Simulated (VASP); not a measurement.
# Zn3Se2S (P3m1) in VASP: notebook, part 2 of 2

VASP 6.6.1.

### 4 Single point, PBE

This run uses another cell than the first one, of 22.39 Å³/atom, 0.943 times its volume.

INCAR

```
SYSTEM = Zn3Se2S
ALGO     = Normal         ! electronic algorithm
EDIFF    = 1E-6           ! SCF threshold, eV
ENCUT    = 520            ! plane-wave cutoff, eV
GGA      = PE             ! functional
ISIF     = 2              ! what is computed and relaxed
ISMEAR   = 0              ! smearing method
LASPH    = .True.         ! aspherical terms in the spheres
LCHARG   = .False.        ! write CHGCAR
LREAL    = .False.        ! projectors in reciprocal space
LWAVE    = .False.        ! write WAVECAR
NBANDS   = 36             ! bands
NELM     = 100            ! most SCF steps
PREC     = Accurate       ! precision mode
SIGMA    = 0.02           ! smearing width, eV
```

KPOINTS

```
k-points
0
Gamma
  12 12 4
  0 0 0
```

POSCAR

```
Zn3Se2S
1.0
    3.9859881267      0.0000000289      0.0000000000
   -1.9929940883      3.4519669625      0.0000000000
    0.0000000000      0.0000000000      9.7655902000
Zn Se S
3 2 1
Direct
    0.0000000000      0.0000000000      0.9904880000
    0.6666666667      0.3333333333      0.3330910000
    0.3333333333      0.6666666667      0.6760390000
    0.6666666667      0.3333333333      0.0796640000
    0.3333333333      0.6666666667      0.4216970000
    0.0000000000      0.0000000000      0.7490200000
```

Potentials or basis: VASP PAW PBE potentials, release 64 (Zn, Se, S).

The run is started by

```console
$ cat potpaw_PBE.64/Zn/POTCAR potpaw_PBE.64/Se/POTCAR potpaw_PBE.64/S/POTCAR > POTCAR
$ mpirun -np 1 vasp_std > vasp.out
```

OUTCAR:

```text
SYSTEM = Zn3Se2S
   EDIFF = 1E-6
   ENCUT = 520
   GGA = PE
   ISIF = 2
   ISMEAR = 0
   LASPH = .True.
   LREAL = .False.
   NELM = 100
   PREC = Accurate

 ion  position               nearest neighbor table
   1  0.000  0.000  0.990-   6 2.36   4 2.46   4 2.46   4 2.46
   2  0.667  0.333  0.333-   5 2.46   5 2.46   5 2.46   4 2.47
   3  0.333  0.667  0.676-   6 2.41   6 2.41   6 2.41   5 2.48
   4  0.667  0.333  0.080-   1 2.46   1 2.46   1 2.46   2 2.47
   5  0.333  0.667  0.422-   2 2.46   2 2.46   2 2.46   3 2.48
   6  0.000  0.000  0.749-   1 2.36   3 2.41   3 2.41   3 2.41

  LATTYP: Found a hexagonal cell.
 ALAT       =     3.9859881267
 C/A-ratio  =     2.4499797515

  Lattice vectors:

 A1 = (   3.9859881267,   0.0000000289,   0.0000000000)
 A2 = (  -1.9929940883,   3.4519669625,   0.0000000000)
 A3 = (   0.0000000000,   0.0000000000,   9.7655902000)

Analysis of symmetry for initial positions (statically):
=====================================================================
 Subroutine PRICEL returns:
 Original cell was already a primitive cell.

 Routine SETGRP: Setting up the symmetry group for a
 hexagonal supercell.

 Subroutine GETGRP returns: Found  6 space group operations
 (whereof  6 operations were pure point group operations)
 out of a pool of 24 trial point group operations.

The static configuration has the point symmetry C_3v.

Analysis of symmetry for dynamics (positions and initial velocities):
=====================================================================
 Subroutine PRICEL returns:
 Original cell was already a primitive cell.

 Routine SETGRP: Setting up the symmetry group for a
 hexagonal supercell.

 Subroutine GETGRP returns: Found  6 space group operations
 (whereof  6 operations were pure point group operations)
[... 129 lines left out ...]
     AMIX     =   0.40;   BMIX     =  1.00
     AMIX_MAG =   1.60;   BMIX_MAG =  1.00
  volume/ion in A,a.u.               =      22.39       151.13
  Fermi-wavevector in a.u.,A,eV,Ry     =   1.208108  2.282993 19.858038  1.459525
  Thomas-Fermi vector in A             =   2.343726
   LORBIT       =      0    0 simple, 1 ext, 2 COOP (PROOUT), +10 PAW based schemes
   GGA     = PE    functional components
   LHFCALC =     F    Hartree Fock is set to
   AEXX    =    0.0000 exact exchange contribution
   IVDW    =     0    specifies the selected vdW correction
   LEPSILON=     F    determine dielectric tensor
   LRPA    =     F    only Hartree local field effects (RPA)
 non-spin polarized calculation
 Gauss-broadening in eV      SIGMA  =   0.02
  energy-cutoff  :      520.00
  volume of cell :      134.37
 maximum number of plane-waves:      3679
 NGX is ok and might be reduce to    30
   NGX = 15   NGY = 15   NGZ = 37

 number of electron      53.9999995 magnetization

 Free energy of the ion-electron system (eV)
  ---------------------------------------------------
  ext. energy  EPLUGINS =         0.00000000
  ---------------------------------------------------
  free energy    TOTEN  =       -18.85149994 eV

  energy without entropy =      -18.85149994  energy(sigma->0) =      -18.85149994

 E-fermi :   1.7765     XC(G=0):  -9.2829

 val. band max:        1.6273231947   @ k =   0.0000   0.0000   0.0000
 cond. band min:       2.8863643122   @ k =   0.0000   0.0000   0.0000
 fundamental gap:      1.2590411175
 Fermi energy:         1.7765015789

 k-point     1 :       0.0000    0.0000    0.0000
  band No.  band energies     occupation
      1     -11.5183      2.00000
      2     -10.9733      2.00000
      3     -10.9401      2.00000
      4      -4.9338      2.00000
      5      -4.9338      2.00000
      6      -4.8894      2.00000
[... 925 lines left out ...]
     35       8.2483      0.00000
     36       8.4473      0.00000

 [... further k-points ...]

------------------------ aborting loop because EDIFF is reached ----------------------------------------

  FORCE on cell =-STRESS in cart. coord.  units (eV):
  Direction    XX          YY          ZZ          XY          YZ          ZX
  --------------------------------------------------------------------------------------
  -------------------------------------------------------------------------------------
  Total        0.1575632      0.1575632      0.1798404      0.0000000      0.0000000     -0.0000000
  in kB        1.8787291      1.8787291      2.1443553      0.0000000      0.0000000     -0.0000000
  external PRESSURE =       1.9672711 kB  Pullay stress =       0.0000000 kB

 VOLUME and BASIS-vectors are now :
 -----------------------------------------------------------------------------
  energy-cutoff  :      520.00
  volume of cell :      134.37
      direct lattice vectors                 reciprocal lattice vectors
     3.985988127  0.000000029  0.000000000     0.250878820  0.144844956  0.000000000
    -1.992994088  3.451966962  0.000000000    -0.000000002  0.289689909  0.000000000
     0.000000000  0.000000000  9.765590200     0.000000000  0.000000000  0.102400365

 POSITION                                       TOTAL-FORCE (eV/Angst)
 -----------------------------------------------------------------------------------
      0.00000      0.00000      9.67270         0.000000     -0.000000     -0.011821
      1.99299      1.15066      3.25283         0.000000      0.000000      0.003743
     -0.00000      2.30131      6.60192        -0.000000      0.000000      0.002934
      1.99299      1.15066      0.77797        -0.000000      0.000000      0.000492
     -0.00000      2.30131      4.11812        -0.000000      0.000000      0.000558
      0.00000      0.00000      7.31462         0.000000     -0.000000      0.004094
 -----------------------------------------------------------------------------------
    total drift:                                0.000001      0.000000      0.003361

  FREE ENERGIE OF THE ION-ELECTRON SYSTEM (eV)
  ---------------------------------------------------
  free  energy   TOTEN  =       -18.8514999361 eV

  energy  without entropy=      -18.8514999361  energy(sigma->0) =      -18.85149994
```

OSZICAR:

```text
N       E                     dE             d eps       ncg     rms          rms(c)
DAV:   1     0.397503723087E+03    0.39750E+03   -0.24971E+04  4968   0.174E+03
DAV:   2     0.271262681690E+02   -0.37038E+03   -0.35655E+03  5000   0.384E+02
DAV:   3    -0.183002832447E+02   -0.45427E+02   -0.44890E+02  5664   0.130E+02
DAV:   4    -0.198487100213E+02   -0.15484E+01   -0.15435E+01  5844   0.237E+01
DAV:   5    -0.198656676844E+02   -0.16958E-01   -0.16949E-01  5968   0.245E+00    0.902E+00
DAV:   6    -0.188617198471E+02    0.10039E+01   -0.21997E+00  7088   0.342E+01    0.695E+00
DAV:   7    -0.188586032955E+02    0.31166E-02   -0.16212E+00  5512   0.614E+00    0.277E+00
DAV:   8    -0.188499479737E+02    0.86553E-02   -0.55975E-02  6488   0.343E+00    0.861E-01
DAV:   9    -0.188511994626E+02   -0.12515E-02   -0.19673E-02  5852   0.169E+00    0.339E-01
DAV:  10    -0.188511722288E+02    0.27234E-04   -0.12504E-03  6700   0.639E-01    0.216E-01
DAV:  11    -0.188513363142E+02   -0.16409E-03   -0.51845E-04  6416   0.240E-01    0.896E-02
DAV:  12    -0.188514803289E+02   -0.14401E-03   -0.19747E-04  5404   0.203E-01    0.346E-02
DAV:  13    -0.188514940082E+02   -0.13679E-04   -0.30578E-05  6052   0.732E-02    0.286E-02
DAV:  14    -0.188514990118E+02   -0.50037E-05   -0.22559E-05  5460   0.626E-02    0.960E-03
DAV:  15    -0.188514999361E+02   -0.92427E-06   -0.52691E-06  6032   0.228E-02
   1 F= -.18851500E+02 E0= -.18851500E+02  d E =-.269645E-28
```

stdout:

```text
POSCAR found type information on POSCAR ZnSeS
 POSCAR found :  3 types and       6 ions
 scaLAPACK will be used
 LDA part: xc-table for (Slater+PW92), standard interpolation
 POSCAR, INCAR and KPOINTS ok, starting setup
 FFT: planning ... GRIDC
 FFT: planning ... GRID_SOFT
 FFT: planning ... GRID
 WAVECAR not read
 entering main loop
```

Run time: 8.2 min. Hardware: 1 thread of Oxide Virtual Turin-like, shared host; peak memory 0.4 GiB.

What came out:

```yaml
Free_energy: -18.8515 eV
Pressure: 0.2 GPa
Largest_force: 0.012 eV/Å
Band_gap_on_the_k_mesh: 1.26 eV, direct
```

Forces in eV/Å, atoms in the order of the input:
```
Zn   0.000  0.000 -0.012
Zn   0.000  0.000  0.004
Zn   0.000  0.000  0.003
Se   0.000  0.000  0.000
Se   0.000  0.000  0.001
S    0.000  0.000  0.004
```

### 5 Single point, PBE

This run uses another cell than the first one, of 22.39 Å³/atom, 0.943 times its volume.

INCAR

```
SYSTEM = Zn3Se2S
ALGO = Normal
EDIFF = 1E-6
ENCUT = 520
GGA = PE
ISIF = 2
ISMEAR = 0
LASPH = .TRUE.
LCHARG = .FALSE.
LREAL = .FALSE.
LWAVE = .FALSE.
NBANDS = 36
NELM = 100
PREC = Accurate
SIGMA = 0.02
```

KPOINTS

```
k-points
0
G
  12 12 4
  0 0 0
```

POSCAR: that of step 4 with these lines changed.

```diff
@@ -3,3 +3,3 @@
     3.9859881267      0.0000000289      0.0000000000
-   -1.9929940883      3.4519669625      0.0000000000
+   -1.9929940884      3.4519669625      0.0000000000
     0.0000000000      0.0000000000      9.7655902000
```

The run is started by

```console
$ cat potpaw_PBE.64/Zn/POTCAR potpaw_PBE.64/Se/POTCAR potpaw_PBE.64/S/POTCAR > POTCAR
$ mpirun -np 1 vasp_std > vasp.out
```

It took 7.6 min on 1 thread of Oxide Virtual Turin-like, shared host; peak memory 0.41 GiB.

The run converged. Its results:

- Free energy: -18.8515 eV
- Pressure: 0.2 GPa
- Largest force: 0.012 eV/Å
- Band gap on the k mesh: 1.26 eV, direct

Forces in eV/Å, atoms in the order of the input:
```
Zn   0.000  0.000 -0.012
Zn   0.000  0.000  0.004
Zn   0.000  0.000  0.003
Se   0.000  0.000  0.000
Se   0.000  0.000  0.001
S    0.000  0.000  0.004
```

Levels at points of the mesh, in eV from the valence-band top:
| k point | band 23 | band 24 | band 25 | band 26 | band 27 | band 28 | band 29 | band 30 | band 31 | band 32 |
| --- | --- | --- | --- | --- | --- | --- | --- | --- | --- | --- |
| (0.00, 0.00, 0.00) | -0.51 | -0.51 | -0.16 | 0.00 | 0.00 | 1.26 | 2.61 | 2.91 | 5.86 | 5.86 |
| (0.50, 0.00, 0.00) | -2.27 | -1.96 | -1.84 | -1.40 | -1.11 | 3.03 | 3.45 | 3.64 | 3.74 | 5.70 |
| (0.00, 0.00, 0.50) | -1.17 | -0.38 | -0.38 | -0.11 | -0.11 | 2.26 | 2.64 | 2.76 | 5.67 | 6.12 |
| (0.50, 0.00, 0.50) | -2.52 | -2.21 | -1.72 | -0.95 | -0.88 | 2.59 | 3.41 | 3.67 | 4.49 | 4.70 |

Expect the measured gap to be larger: semilocal functionals such as PBE lack the derivative discontinuity.

### 6 Summary

```csv
cell,gap on the mesh (eV),pressure (GPa),largest force (eV/Å)
"a = 4.064, b = 4.064, c = 9.959 Å, angles 90.0, 90.0, 120.0°, 6 atoms",1.04,-2.9,0.01
"a = 3.945, b = 3.945, c = 9.671 Å, angles 90.0, 90.0, 120.0°, 6 atoms",1.37,2.2,0.01
"a = 3.986, b = 3.986, c = 9.766 Å, angles 90.0, 90.0, 120.0°, 6 atoms",1.26,0.2,0.01
```

Alike in all rows: task single point; level PBE; potentials or basis VASP PAW PBE potentials, release 64 (Zn, Se, S); no spin polarisation; k mesh 12 × 12 × 4; cutoff (eV) 520; smearing gaussian 0.02 eV.

Absolute energies hang on the potentials; compare differences alone.
